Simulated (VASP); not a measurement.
# Si2C (P-3m1) in VASP: notebook, part 3 of 4

VASP 6.6.1. Earlier steps stand in the parts before.

## Step 5: Single point, PBE, collinear spin, ferromagnetic start

Input file INCAR:

```
SYSTEM = Si2C
  PREC = Accurate
  ENCUT = 520
  EDIFF = 1E-6
  ISMEAR = 0
  SIGMA = 0.1
  LREAL = .False.
  LASPH = .True.
  NELM = 150
  ALGO = Normal
  ISIF = 2
  LWAVE = .False.
  LCHARG = .True.
  ISPIN = 2
  MAGMOM = 0 0 0 0 1 1
  LORBIT = 11
  GGA = PE
  LELF = .True.
  LVHAR = .True.
  NBANDS = 25
```

Input file KPOINTS:

```
regular mesh
0
Gamma
  6 6 2
  0 0 0
```

Input file POSCAR:

```
Si2C
1.0
    3.2319977737      0.0000000000      0.0000000000
   -1.6159988869      2.7989921770      0.0000000000
    0.0000000000      0.0000000000      8.6503027181
Si C
4 2
Direct
    0.0000000000      0.0000000000      0.3624318729
    0.3333333333      0.6666666667      0.0731969164
    0.0000000000      0.0000000000      0.6375681271
    0.6666666667      0.3333333333      0.9268030836
    0.6666666667      0.3333333333      0.7068532197
    0.3333333333      0.6666666667      0.2931467803
```

Potentials or basis: VASP PAW PBE potentials, release 64 (Si, C).

The run is started by

```sh
cat potpaw_PBE.64/Si/POTCAR potpaw_PBE.64/C/POTCAR > POTCAR
mpirun -np 1 vasp_std > vasp.out
```

OUTCAR:

```text
SYSTEM = Si2C
   PREC = Accurate
   ENCUT = 520
   EDIFF = 1E-6
   ISMEAR = 0
   LREAL = .False.
   LASPH = .True.
   NELM = 150
   ISIF = 2
   ISPIN = 2
   LORBIT = 11
   GGA = PE

 ion  position               nearest neighbor table
   1  0.000  0.000  0.362-   6 1.96   6 1.96   6 1.96   3 2.38   2 3.12   2 3.12   2 3.12
   2  0.333  0.667  0.073-   6 1.90   4 2.26   4 2.26   4 2.26   1 3.12   1 3.12   1 3.12
   3  0.000  0.000  0.638-   5 1.96   5 1.96   5 1.96   1 2.38   4 3.12   4 3.12   4 3.12
   4  0.667  0.333  0.927-   5 1.90   2 2.26   2 2.26   2 2.26   3 3.12   3 3.12   3 3.12
   5  0.667  0.333  0.707-   4 1.90   3 1.96   3 1.96   3 1.96
   6  0.333  0.667  0.293-   2 1.90   1 1.96   1 1.96   1 1.96

  LATTYP: Found a hexagonal cell.
 ALAT       =     3.2319977737
 C/A-ratio  =     2.6764568925

  Lattice vectors:
[... 980 lines left out ...]
      0.00000      0.00000      3.13515        -0.000000      0.000000     -0.002284
     -0.00000      1.86599      0.63318         0.000000      0.000000     -0.026426
      0.00000      0.00000      5.51516         0.000000     -0.000000      0.002284
      1.61600      0.93300      8.01713         0.000000      0.000000      0.026426
      1.61600      0.93300      6.11449        -0.000000      0.000000      0.000288
     -0.00000      1.86599      2.53581         0.000000     -0.000000     -0.000288
 -----------------------------------------------------------------------------------
    total drift:                                0.000000     -0.000000      0.000000

  FREE ENERGIE OF THE ION-ELECTRON SYSTEM (eV)
  ---------------------------------------------------
  free  energy   TOTEN  =       -38.6506246017 eV

  energy  without entropy=      -38.6398644722  energy(sigma->0) =      -38.64524454

 total charge

# of ion       s       p       d       tot
------------------------------------------
    1        0.714   0.897   0.000   1.611
    2        0.745   0.989   0.000   1.734
    3        0.714   0.897   0.000   1.611
    4        0.745   0.989   0.000   1.734
    5        0.844   1.584   0.000   2.428
    6        0.844   1.584   0.000   2.428
--------------------------------------------------
tot          4.607   6.940   0.000  11.547

 magnetization (x)

# of ion       s       p       d       tot
------------------------------------------
    1        0.000   0.000   0.000   0.000
    2        0.000   0.000   0.000   0.000
    3        0.000   0.000   0.000   0.000
    4        0.000   0.000   0.000   0.000
    5        0.000  -0.000   0.000  -0.000
    6        0.000  -0.000   0.000  -0.000
--------------------------------------------------
tot          0.000   0.000   0.000   0.000
```

OSZICAR:

```text
N       E                     dE             d eps       ncg     rms          rms(c)
DAV:   1     0.442703454428E+02    0.44270E+02   -0.10142E+04  1400   0.835E+02
DAV:   2    -0.370406068255E+02   -0.81311E+02   -0.77007E+02  1752   0.151E+02
DAV:   3    -0.413194456555E+02   -0.42788E+01   -0.42309E+01  1850   0.303E+01
DAV:   4    -0.413655133003E+02   -0.46068E-01   -0.46025E-01  1663   0.369E+00
DAV:   5    -0.413660151920E+02   -0.50189E-03   -0.50181E-03  1883   0.383E-01    0.130E+01
DAV:   6    -0.386621382452E+02    0.27039E+01   -0.64825E+00  1692   0.123E+01    0.619E+00
DAV:   7    -0.386732563284E+02   -0.11118E-01   -0.14904E+00  1775   0.531E+00    0.290E+00
DAV:   8    -0.386469899822E+02    0.26266E-01   -0.10659E-01  1749   0.176E+00    0.123E+00
DAV:   9    -0.386500240101E+02   -0.30340E-02   -0.24036E-02  1753   0.843E-01    0.409E-01
DAV:  10    -0.386501020841E+02   -0.78074E-04   -0.31540E-03  1779   0.276E-01    0.188E-01
DAV:  11    -0.386504347400E+02   -0.33266E-03   -0.88775E-04  1696   0.144E-01    0.110E-01
DAV:  12    -0.386505667065E+02   -0.13197E-03   -0.20175E-04  1777   0.677E-02    0.461E-02
DAV:  13    -0.386506015045E+02   -0.34798E-04   -0.28324E-05  1693   0.270E-02    0.215E-02
DAV:  14    -0.386506159924E+02   -0.14488E-04   -0.14153E-05  1704   0.185E-02    0.102E-02
DAV:  15    -0.386506222207E+02   -0.62283E-05   -0.73091E-06  1610   0.119E-02    0.406E-03
DAV:  16    -0.386506238403E+02   -0.16196E-05   -0.17681E-06  1501   0.586E-03    0.269E-03
DAV:  17    -0.386506246017E+02   -0.76143E-06   -0.88820E-07  1114   0.418E-03
   1 F= -.38650625E+02 E0= -.38645245E+02  d E =-.107601E-01  mag=     0.0006
```

Run time: 47 s. Hardware: 1 thread of Intel Xeon Platinum 8259CL at 2.50GHz (Skylake/Cascade Lake), shared host; peak memory 0.22 GiB.

What came out:

- Free energy: -38.6506 eV
- Pressure: -0.2 GPa
- Largest force: 0.026 eV/Å
- Band gap on the k mesh: zero (filled and empty bands overlap)
- Net moment: 0.00 μB per cell
- Valence electrons inside the program's atomic spheres: Si 1.61, 1.73; C 2.43

Forces in eV/Å, atoms in the order of the input:
```
Si   0.000  0.000 -0.002
Si   0.000  0.000 -0.026
Si   0.000  0.000  0.002
Si   0.000  0.000  0.026
C    0.000  0.000  0.000
C    0.000  0.000  0.000
```

Caveat: the k points lie up to 0.37 Å⁻¹ apart.

## Step 6: Single point, PBE

Input file INCAR:

```
PREC     = Accurate       # precision mode
ENCUT    = 520            # plane-wave cutoff, eV
EDIFF    = 1E-6           # SCF threshold, eV
ISMEAR   = 0              # smearing method
SIGMA    = 0.1            # smearing width, eV
LREAL    = F              # projectors in reciprocal space
LASPH    = T              # aspherical terms in the spheres
NELM     = 100            # most SCF steps
ALGO     = Normal         # electronic algorithm
ISIF     = 2              # what is computed and relaxed
LWAVE    = F              # write WAVECAR
LCHARG   = F              # write CHGCAR
GGA      = PE             # functional
NBANDS   = 21             # bands
```

Input file KPOINTS:

```
regular mesh
0
Gamma
  12 12 6
```

Input file POSCAR:

```
Si2C
1.0
    3.2380772023      0.0000000000      0.0000000000
   -1.6190386012      2.8042571166      0.0000000000
    0.0000000000      0.0000000000      8.6252069904
Si C
4 2
Direct
    0.0000000000      0.0000000000      0.3619314572
    0.3333333333      0.6666666667      0.0719648761
    0.0000000000      0.0000000000      0.6380685428
    0.6666666667      0.3333333333      0.9280351239
    0.6666666667      0.3333333333      0.7072796291
    0.3333333333      0.6666666667      0.2927203709
```

Potentials or basis: VASP PAW PBE potentials, release 64 (Si, C).

The run is started by

```sh
cat potpaw_PBE.64/Si/POTCAR potpaw_PBE.64/C/POTCAR > POTCAR
mpirun -np 1 vasp_std > vasp.out
```

OUTCAR:

```text
PREC = Accurate
   ENCUT = 520
   EDIFF = 1E-6
   ISMEAR = 0
   LREAL = F
   LASPH = T
   NELM = 100
   ISIF = 2
   GGA = PE

 ion  position               nearest neighbor table
   1  0.000  0.000  0.362-   6 1.96   6 1.96   6 1.96   3 2.38   2 3.12   2 3.12   2 3.12
   2  0.333  0.667  0.072-   6 1.90   4 2.24   4 2.24   4 2.24   1 3.12   1 3.12   1 3.12
   3  0.000  0.000  0.638-   5 1.96   5 1.96   5 1.96   1 2.38   4 3.12   4 3.12   4 3.12
   4  0.667  0.333  0.928-   5 1.90   2 2.24   2 2.24   2 2.24   3 3.12   3 3.12   3 3.12
   5  0.667  0.333  0.707-   4 1.90   3 1.96   3 1.96   3 1.96
   6  0.333  0.667  0.293-   2 1.90   1 1.96   1 1.96   1 1.96

  LATTYP: Found a hexagonal cell.
 ALAT       =     3.2380772023
 C/A-ratio  =     2.6636817011

  Lattice vectors:

 A1 = (   3.2380772023,   0.0000000000,   0.0000000000)
 A2 = (  -1.6190386012,   2.8042571166,   0.0000000000)
 A3 = (   0.0000000000,   0.0000000000,   8.6252069904)

Analysis of symmetry for initial positions (statically):
=====================================================================
 Subroutine PRICEL returns:
 Original cell was already a primitive cell.

 Routine SETGRP: Setting up the symmetry group for a
 hexagonal supercell.

 Subroutine GETGRP returns: Found 12 space group operations
 (whereof 12 operations were pure point group operations)
 out of a pool of 24 trial point group operations.

The static configuration has the point symmetry D_3d.

Analysis of symmetry for dynamics (positions and initial velocities):
=====================================================================
 Subroutine PRICEL returns:
 Original cell was already a primitive cell.

 Routine SETGRP: Setting up the symmetry group for a
 hexagonal supercell.

 Subroutine GETGRP returns: Found 12 space group operations
 (whereof 12 operations were pure point group operations)
 out of a pool of 24 trial point group operations.

The dynamic configuration has the point symmetry D_3d.

 Subroutine INISYM returns: Found 12 space group operations
[... 128 lines left out ...]
  Thomas-Fermi vector in A             =   2.240169
   LORBIT       =      0    0 simple, 1 ext, 2 COOP (PROOUT), +10 PAW based schemes
   GGA     = PE    functional components
   LHFCALC =     F    Hartree Fock is set to
   AEXX    =    0.0000 exact exchange contribution
   IVDW    =     0    specifies the selected vdW correction
   LEPSILON=     F    determine dielectric tensor
   LRPA    =     F    only Hartree local field effects (RPA)
 non-spin polarized calculation
 Gauss-broadening in eV      SIGMA  =   0.10
  energy-cutoff  :      520.00
  volume of cell :       78.32
 maximum number of plane-waves:      2142
   NGX = 13   NGY = 13   NGZ = 33

 number of electron      24.0000000 magnetization

 Free energy of the ion-electron system (eV)
  ---------------------------------------------------
  ext. energy  EPLUGINS =         0.00000000
  ---------------------------------------------------
  free energy    TOTEN  =       -38.65673795 eV

  energy without entropy =      -38.64940634  energy(sigma->0) =      -38.65307215

 E-fermi :   8.9464     XC(G=0): -10.7100

 val. band max:        8.9403075996   @ k =   0.3333   0.1667   0.0000
 cond. band min:       8.9731692016   @ k =   0.4167   0.0833   0.3333
 fundamental gap:      0.0328616020
 Fermi energy:         8.9463753867

 k-point     1 :       0.0000    0.0000    0.0000
  band No.  band energies     occupation
      1      -7.0985      2.00000
      2      -6.2876      2.00000
      3      -4.0204      2.00000
      4       0.6903      2.00000
      5       1.0349      2.00000
      6       5.9138      2.00000
[... 565 lines left out ...]
     20      14.6766      0.00000
     21      14.9319      0.00000

 [... further k-points ...]

------------------------ aborting loop because EDIFF is reached ----------------------------------------

  FORCE on cell =-STRESS in cart. coord.  units (eV):
  Direction    XX          YY          ZZ          XY          YZ          ZX
  --------------------------------------------------------------------------------------
  -------------------------------------------------------------------------------------
  Total       -0.0169240     -0.0169240     -0.0552371      0.0000000     -0.0000000      0.0000000
  in kB       -0.3462104     -0.3462104     -1.1299702      0.0000000     -0.0000000      0.0000000
  external PRESSURE =      -0.6074637 kB  Pullay stress =       0.0000000 kB

 VOLUME and BASIS-vectors are now :
 -----------------------------------------------------------------------------
  energy-cutoff  :      520.00
  volume of cell :       78.32
      direct lattice vectors                 reciprocal lattice vectors
     3.238077202  0.000000000  0.000000000     0.308825250  0.178300341  0.000000000
    -1.619038601  2.804257117  0.000000000     0.000000000  0.356600682  0.000000000
     0.000000000  0.000000000  8.625206990     0.000000000  0.000000000  0.115939247

 POSITION                                       TOTAL-FORCE (eV/Angst)
 -----------------------------------------------------------------------------------
      0.00000      0.00000      3.12173         0.000000     -0.000000      0.006327
     -0.00000      1.86950      0.62071        -0.000000      0.000000     -0.011649
      0.00000      0.00000      5.50347        -0.000000      0.000000     -0.006327
      1.61904      0.93475      8.00450         0.000000      0.000000      0.011649
      1.61904      0.93475      6.10043        -0.000000      0.000000      0.006241
     -0.00000      1.86950      2.52477         0.000000     -0.000000     -0.006241
 -----------------------------------------------------------------------------------
    total drift:                                0.000000     -0.000000     -0.000000

  FREE ENERGIE OF THE ION-ELECTRON SYSTEM (eV)
  ---------------------------------------------------
  free  energy   TOTEN  =       -38.6567379494 eV

  energy  without entropy=      -38.6494063438  energy(sigma->0) =      -38.65307215
```

OSZICAR:

```text
N       E                     dE             d eps       ncg     rms          rms(c)
DAV:   1     0.506733104484E+02    0.50673E+02   -0.10469E+04  4200   0.995E+02
DAV:   2    -0.367570566192E+02   -0.87430E+02   -0.83545E+02  5229   0.166E+02
DAV:   3    -0.418519472719E+02   -0.50949E+01   -0.50423E+01  5598   0.370E+01
DAV:   4    -0.419141065742E+02   -0.62159E-01   -0.62090E-01  5418   0.473E+00
DAV:   5    -0.419148381153E+02   -0.73154E-03   -0.73145E-03  5584   0.509E-01    0.123E+01
DAV:   6    -0.387676803976E+02    0.31472E+01   -0.87118E+00  4825   0.144E+01    0.613E+00
DAV:   7    -0.386872445320E+02    0.80436E-01   -0.12295E+00  5330   0.577E+00    0.275E+00
DAV:   8    -0.386581936366E+02    0.29051E-01   -0.10523E-01  5141   0.175E+00    0.784E-01
DAV:   9    -0.386564500709E+02    0.17436E-02   -0.15995E-02  5267   0.754E-01    0.212E-01
DAV:  10    -0.386566509079E+02   -0.20084E-03   -0.17451E-03  5306   0.219E-01    0.117E-01
DAV:  11    -0.386567316856E+02   -0.80778E-04   -0.30905E-04  5551   0.938E-02    0.295E-02
DAV:  12    -0.386567363652E+02   -0.46796E-05   -0.59620E-05  5229   0.426E-02    0.122E-02
DAV:  13    -0.386567380094E+02   -0.16442E-05   -0.66358E-06  5226   0.152E-02    0.416E-03
DAV:  14    -0.386567379494E+02    0.59958E-07   -0.12904E-06  3169   0.625E-03
   1 F= -.38656738E+02 E0= -.38653072E+02  d E =-.733161E-02
```

Wall time 93 s (1 thread of Intel Xeon Platinum 8259CL at 2.50GHz (Skylake/Cascade Lake), shared host); peak memory 0.26 GiB.

What came out:

- Free energy: -38.6567 eV
- Pressure: -0.1 GPa
- Largest force: 0.012 eV/Å
- Band gap on the k mesh: zero (band 12 reaches 10.53 eV, above the bottom of band 13 at 8.16 eV)

Forces in eV/Å, atoms in the order of the input:
```
Si   0.000  0.000  0.006
Si   0.000  0.000 -0.012
Si   0.000  0.000 -0.006
Si   0.000  0.000  0.012
C    0.000  0.000  0.006
C    0.000  0.000 -0.006
```

(Part 3 of 4 ends here.)
